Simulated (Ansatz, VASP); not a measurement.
# Cu5Ni in VASP and in Ansatz

```
Cu Ni
1.0
     2.55754    0.00000    0.00000
     0.00000    2.55754    0.00000
     0.00000    0.00000   10.76406
Cu Ni
5 1
Cartesian
  1.2788 1.2788 9.0186
  0.0000 0.0000 7.2006
  1.2788 1.2788 5.3820
  0.0000 0.0000 3.5634
  1.2788 1.2788 1.7455
  0.0000 0.0000 0.0000
```

Alike in both runs: functional PBE; k mesh 14 × 14 × 4; occupations gaussian, width 0.1 eV; no spin polarisation.

Ansatz relaxed the structure, and its values are those at the end. VASP's run is a single point on that final structure, the one shown.

```csv
,VASP,Ansatz
version,VASP 6.6.1,Ansatz 0.2.0
potentials or method,"VASP PAW PBE potentials, release 64 (Cu, Ni), cutoff 520 eV","scalar-relativistic, plane waves, PAW"
valence electrons in the cell,65,113
```

```tsv
	VASP	Ansatz	Ansatz less VASP
gap on the k mesh at the Fermi level (eV)	none	none	-
pressure (GPa)	0.6	0.0	-0.61
rms of the force components (eV/Å)	0.004	0.000	-0.0035
```

A gap of «none» marks a metal or a gap that the smearing closes. With one functional, cell and mesh, what is left measures potentials, basis and numerics. VASP's potentials hold 65 valence electrons a cell and Ansatz's 113, so a difference there can come from the potentials and not from the codes.
